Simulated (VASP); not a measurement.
# Y2Ge3 (P-6m2) in VASP: single point with PBEsol

Aim: the single point of Y2Ge3 with PBEsol.

Program: VASP 6.6.1. These are calculated values, not measurements. Logs are shortened: lines on timing, memory, paths and dates and some standing lists are left out, and cuts for length are marked.

**1. The cell of the first run**

It takes space group P-6m2 (No. 187, hexagonal). Conventional cell: a = 4.392 Å, b = 4.392 Å, c = 7.107 Å, α = 90.00°, β = 90.00°, γ = 120.00°. Within 4.0 Å of Y (site symmetry 3m) lie 9 Ge at 3.02 to 3.18 Å and 2 Y at 3.27 to 3.84 Å. Ge (site symmetry -6m2) has 3 Ge at 2.54 Å and 6 Y at 3.18 Å within 3.3 Å. Ge (site symmetry -6m2) has 6 Y at 3.02 Å and 2 Ge at 3.55 Å within 4.0 Å. Within 3.3 Å of Ge (site symmetry -6m2) lie 3 Ge at 2.54 Å and 6 Y at 3.18 Å.

**2. Single point, PBEsol**

INCAR reads:

```
SYSTEM = Y2Ge3
PREC = Accurate ; ENCUT = 520
EDIFF = 1E-6 ; ISMEAR = -1
SIGMA = 0.1 ; LREAL = .FALSE.
LASPH = .TRUE. ; NELM = 60
ALGO = Normal ; ISIF = 2
LWAVE = .FALSE. ; LCHARG = .TRUE.
GGA = PS ; LELF = .TRUE.
LVHAR = .TRUE. ; NBANDS = 40
```

KPOINTS reads:

```
Automatic mesh
0
G
  6 6 3
  0 0 0
```

POSCAR reads:

```
Y2Ge3
1.0
    4.3924260000      0.0000000000      0.0000000000
   -2.1962130000      3.8039530000      0.0000000000
    0.0000000000      0.0000000000      7.1072950000
Y Ge
2 3
Direct
    0.0000000000      0.0000000000      0.7299290000
    0.0000000000      0.0000000000      0.2700710000
    0.3333330000      0.6666670000      0.0000000000
    0.6666670000      0.3333330000      0.5000000000
    0.6666670000      0.3333330000      0.0000000000
```

Potentials or basis: VASP PAW PBE potentials, release 64 (Y_sv, Ge_d).

On the command line:

```console
cat potpaw_PBE.64/Y_sv/POTCAR potpaw_PBE.64/Ge_d/POTCAR > POTCAR
mpirun -np 1 vasp_std > vasp.out
```

OUTCAR:

```text
SYSTEM = Y2Ge3
   PREC = Accurate
   ENCUT = 520
   EDIFF = 1E-6
   ISMEAR = -1
   LREAL = .FALSE.
   LASPH = .TRUE.
   NELM = 60
   ISIF = 2
   GGA = PS

 ion  position               nearest neighbor table
   1  0.000  0.000  0.730-   4 3.02   4 3.02   4 3.02   5 3.18   3 3.18   5 3.18   3 3.18   5 3.18
                             3 3.18   2 3.27   2 3.84
   2  0.000  0.000  0.270-   4 3.02   4 3.02   4 3.02   5 3.18   3 3.18   5 3.18   3 3.18   5 3.18
                             3 3.18   1 3.27   1 3.84
   3  0.333  0.667  0.000-   5 2.54   5 2.54   5 2.54   1 3.18   2 3.18   2 3.18   1 3.18   2 3.18
                             1 3.18
   4  0.667  0.333  0.500-   1 3.02   2 3.02   1 3.02   2 3.02   1 3.02   2 3.02
   5  0.667  0.333  0.000-   3 2.54   3 2.54   3 2.54   1 3.18   2 3.18   1 3.18   2 3.18   1 3.18
                             2 3.18

  LATTYP: Found a hexagonal cell.
 ALAT       =     4.3924260000
 C/A-ratio  =     1.6180796216

  Lattice vectors:

 A1 = (   4.3924260000,   0.0000000000,   0.0000000000)
 A2 = (  -2.1962130000,   3.8039530000,   0.0000000000)
 A3 = (   0.0000000000,   0.0000000000,   7.1072950000)

Analysis of symmetry for initial positions (statically):
=====================================================================
 Subroutine PRICEL returns:
 Original cell was already a primitive cell.

 Routine SETGRP: Setting up the symmetry group for a
 hexagonal supercell.

 Subroutine GETGRP returns: Found 12 space group operations
 (whereof 12 operations were pure point group operations)
 out of a pool of 24 trial point group operations.

The static configuration has the point symmetry D_3h.

Analysis of symmetry for dynamics (positions and initial velocities):
=====================================================================
 Subroutine PRICEL returns:
 Original cell was already a primitive cell.

 Routine SETGRP: Setting up the symmetry group for a
 hexagonal supercell.

 Subroutine GETGRP returns: Found 12 space group operations
 (whereof 12 operations were pure point group operations)
 out of a pool of 24 trial point group operations.

The dynamic configuration has the point symmetry D_3h.

 Subroutine INISYM returns: Found 12 space group operations
 (whereof 12 operations are pure point group operations),
 and found     1 'primitive' translations

[... 89 lines left out ...]
   EDIFF  = 0.1E-05   stopping-criterion for ELM
   LREAL  =      F    real-space projection
   EDIFFG = 0.1E-04   stopping-criterion for IOM
   NSW    =      0    number of steps for IOM
   IBRION =     -1    ionic relax: 0-MD 1-quasi-New 2-CG
   NFREE  =      0    steps in history (QN), initial steepest desc. (CG)
   ISIF   =      2    stress and relaxation
   ISYM   =      2    0-nonsym 1-usesym 2-fastsym
   POTIM  = 0.5000    time-step for ionic-motion
   TEBEG  =    0.0;   TEEND  =   0.0 temperature during run
   PSTRESS=    0.0 pullay stress
   NELECT =      64.0000    total number of electrons
   NUPDOWN=      -1.0000    fix difference up-down
   EMIN   =  10.00;   EMAX   =-10.00  energy-range for DOS
   EFERMI =   0.00;   METHOD = LEGACY
   ISMEAR =    -1;   SIGMA  =   0.10  broadening in eV -4-tet -1-fermi 0-gaus
   EFERMI_NEDOS =   21; number of points for ismear=-14 and -15
   IALGO  =     38    algorithm
   IMIX   =      4    mixing-type and parameters
     AMIX     =   0.40;   BMIX     =  1.00
     AMIX_MAG =   1.60;   BMIX_MAG =  1.00
  volume/ion in A,a.u.               =      23.75       160.28
  Fermi-wavevector in a.u.,A,eV,Ry     =   1.332253  2.517594 24.148969  1.774899
  Thomas-Fermi vector in A             =   2.461202
   LORBIT       =      0    0 simple, 1 ext, 2 COOP (PROOUT), +10 PAW based schemes
   GGA     = PS    functional components
   LHFCALC =     F    Hartree Fock is set to
   AEXX    =    0.0000 exact exchange contribution
   IVDW    =     0    specifies the selected vdW correction
   LEPSILON=     F    determine dielectric tensor
   LRPA    =     F    only Hartree local field effects (RPA)
 non-spin polarized calculation
  energy-cutoff  :      520.00
  volume of cell :      118.75
 maximum number of plane-waves:      3212
 NGX is ok and might be reduce to    36
   NGX = 17   NGY = 17   NGZ = 27

 number of electron      63.9999992 magnetization

 Free energy of the ion-electron system (eV)
  ---------------------------------------------------
  ext. energy  EPLUGINS =         0.00000000
  ---------------------------------------------------
  free energy    TOTEN  =       -31.18533160 eV

  energy without entropy =      -31.09309782  energy(sigma->0) =      -31.13921471

 E-fermi :   4.5023     XC(G=0): -10.4364

 val. band max:        4.4828375128   @ k =   0.3333   0.1667   0.0000
 cond. band min:       4.6155951822   @ k =   0.3333   0.0000   0.3333
 fundamental gap:      0.1327576694
 Fermi energy:         4.5023159199

 k-point     1 :       0.0000    0.0000    0.0000
  band No.  band energies     occupation
      1     -38.0057      2.00000
      2     -37.9679      2.00000
      3     -20.1239      2.00000
      4     -20.1239      2.00000
      5     -20.0925      2.00000
      6     -20.0836      2.00000
[... 591 lines left out ...]
     39       8.2111      0.00000
     40       8.8353      0.00000

------------------------ aborting loop because EDIFF is reached ----------------------------------------

  FORCE on cell =-STRESS in cart. coord.  units (eV):
  Direction    XX          YY          ZZ          XY          YZ          ZX
  --------------------------------------------------------------------------------------
  -------------------------------------------------------------------------------------
  Total       -2.3935828     -2.3935834     -1.5165837      0.0000000      0.0000000     -0.0000000
  in kB      -32.2934986    -32.2935070    -20.4612906      0.0000000      0.0000000     -0.0000000
  external PRESSURE =     -28.3494321 kB  Pullay stress =       0.0000000 kB

 VOLUME and BASIS-vectors are now :
 -----------------------------------------------------------------------------
  energy-cutoff  :      520.00
  volume of cell :      118.75
      direct lattice vectors                 reciprocal lattice vectors
     4.392426000  0.000000000  0.000000000     0.227664621  0.131442213  0.000000000
    -2.196213000  3.803953000  0.000000000     0.000000000  0.262884426  0.000000000
     0.000000000  0.000000000  7.107295000     0.000000000  0.000000000  0.140700506

 POSITION                                       TOTAL-FORCE (eV/Angst)
 -----------------------------------------------------------------------------------
      0.00000      0.00000      5.18782        -0.000000     -0.000000      0.194605
      0.00000      0.00000      1.91947        -0.000000      0.000000     -0.194605
     -0.00000      2.53597      0.00000        -0.000000      0.000000      0.000000
      2.19622      1.26798      3.55365         0.000000     -0.000000      0.000000
      2.19622      1.26798      0.00000         0.000000     -0.000000      0.000000
 -----------------------------------------------------------------------------------
    total drift:                               -0.001279      0.000747      0.000000

  FREE ENERGIE OF THE ION-ELECTRON SYSTEM (eV)
  ---------------------------------------------------
  free  energy   TOTEN  =       -31.1853315954 eV

  energy  without entropy=      -31.0930978211  energy(sigma->0) =      -31.13921471
```

It took 36 s on 1 thread of Intel Xeon 6975P-C (Granite Rapids), shared host; peak memory 0.27 GiB.

What came out:

| Quantity | Value |
| --- | --- |
| Free energy | -31.1853 eV |
| Pressure | -2.8 GPa |
| Largest force | 0.195 eV/Å |
| Band gap on the k mesh | zero (band 32 reaches 5.50 eV, above the bottom of band 33 at 4.46 eV) |

Forces in eV/Å, atoms in the order of the input:
```
Y    0.000  0.000  0.195
Y    0.000  0.000 -0.195
Ge   0.000  0.000  0.000
Ge   0.000  0.000  0.000
Ge   0.000  0.000  0.000
```

Stress tensor (GPa, compression positive):
```
-3.23  0.00  0.00
 0.00 -3.23  0.00
 0.00  0.00 -2.05
```

Levels at points of the mesh, in eV from the Fermi level:
| k point | band 30 | band 31 | band 32 | band 33 | band 34 | band 35 |
| --- | --- | --- | --- | --- | --- | --- |
| (0.00, 0.00, 0.00) | -0.59 | -0.59 | -0.14 | 0.69 | 0.69 | 1.04 |
| (0.50, 0.00, 0.00) | -1.86 | -1.60 | -0.52 | 1.31 | 1.69 | 2.72 |

Caveat: the PAW data sets were made with another functional, which shifts forces and pressure a little.
